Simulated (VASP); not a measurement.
Here is a VASP 6.6.1 calculation.

File INCAR:

```
SYSTEM = Hg
ALGO     = Normal         ! electronic algorithm
EDIFF    = 1E-6           ! SCF threshold, eV
ENCUT    = 520            ! plane-wave cutoff, eV
GGA      = CA             ! functional
ISIF     = 2              ! what is computed and relaxed
ISMEAR   = -1             ! smearing method
ISPIN    = 2              ! spin polarisation
ISYM     = 0            
LASPH    = .TRUE.         ! aspherical terms in the spheres
LCHARG   = .FALSE.        ! write CHGCAR
LORBIT   = 11             ! projections on sites
LREAL    = .FALSE.        ! projectors in reciprocal space
LWAVE    = .FALSE.        ! write WAVECAR
MAGMOM   = 0.01           ! initial moments
NBANDS   = 16             ! bands
NELM     = 150            ! most SCF steps
PREC     = Accurate       ! precision mode
SIGMA    = 0.01           ! smearing width, eV
```

KPOINTS

```
k-points
0
G
  1 1 1
  0 0 0
```

Contents of POSCAR:

```
Hg
1.0
   14.0000000000      0.0000000000      0.0000000000
    0.0000000000     14.4000000000      0.0000000000
    0.0000000000      0.0000000000     14.8000000000
Hg
1
Direct
    0.5000000000      0.5000000000      0.5000000000
```

Potentials or basis: VASP PAW LDA potentials, release 64 (Hg).

Launch:

```bash
$ cat potpaw_LDA.64/Hg/POTCAR > POTCAR
$ mpirun -np 1 vasp_gam > vasp.out
```

Problem. What does it give for the band gap on the k mesh?

Solution. 5.90 eV.

Problem. Estimate the net moment.

Solution. 0.00 μB per cell.

Problem. Estimate the pressure.

Solution. 0.0 GPa.

Caveat: spin-orbit coupling is left out, which moves the levels of the heavy elements.
